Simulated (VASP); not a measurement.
## BN: single point with PBE

The system is BN.

```
B N
1.0
     2.55458    0.00000    0.00000
    -1.27729    2.21233    0.00000
     0.00000    0.00000    4.22451
B N
2 2
Direct
  0.66667 0.33333 0.99981
  0.33333 0.66667 0.49981
  0.68262 0.36524 0.63120
  0.34929 0.69857 0.13120
```

This cell differs from its parent crystal: all N atoms moved -0.075 Å, as atom 3 towards its neighbour atom 2 (B) at 1.567 Å.

* Program: VASP 6.6.1
* Task: single point
* Functional: PBE
* Potentials or basis: VASP PAW PBE potentials, release 64 (B, N)
* Cutoff: 520 eV
* k mesh: 12 × 12 × 6
* Occupations: gaussian, width 0.05 eV
* Spin: no spin polarisation
* Dipole correction: no
* Further INCAR settings: ALGO = Normal; EDIFF = 1e-07; NBANDS = 16

The pressure is 1.5 GPa. The largest force is 1.854 eV/Å and the band gap on the k mesh is 4.55 eV, indirect (least direct gap 7.77 eV).

Forces on the atoms (eV/Å):
```
B    0.000  1.782  0.465
B    0.000  1.461  0.485
N    0.000 -1.449 -0.486
N    0.000 -1.794 -0.465
```

Stress tensor (GPa, compression positive):
```
 0.83  0.00  0.00
 0.00  2.61 -2.12
 0.00 -2.12  1.07
```

Levels at points of the mesh, in eV from the valence-band top:
| k point | band 6 | band 7 | band 8 | band 9 | band 10 | band 11 |
| --- | --- | --- | --- | --- | --- | --- |
| (0.00, 0.00, 0.00) | -1.01 | -0.13 | 0.00 | 7.80 | 7.82 | 8.47 |
| (0.50, 0.00, 0.00) | -5.16 | -4.93 | -2.22 | 6.22 | 7.29 | 9.71 |
| (0.00, 0.50, 0.00) | -5.26 | -4.90 | -2.27 | 6.35 | 7.46 | 9.85 |
| (0.00, 0.00, 0.50) | -1.92 | -0.93 | -0.90 | 8.42 | 8.76 | 8.86 |
| (0.50, 0.00, 0.50) | -4.26 | -3.70 | -3.55 | 6.05 | 6.22 | 9.41 |
| (0.00, 0.50, 0.50) | -4.09 | -3.93 | -3.74 | 6.03 | 6.38 | 9.32 |

Run time: 39 s on 1 thread of AMD EPYC 9R45 96-Core Processor (Zen 5), with other jobs on the host, peak memory 0.16 GiB.

Caveat: the cell differs from its parent crystal (all N atoms moved -0.075 Å, as atom 3 towards its neighbour atom 2 (B) at 1.567 Å); forces of over 1 eV/Å act on the atoms, so gaps and moduli don't describe the material at rest. A k mesh can miss the band edges.
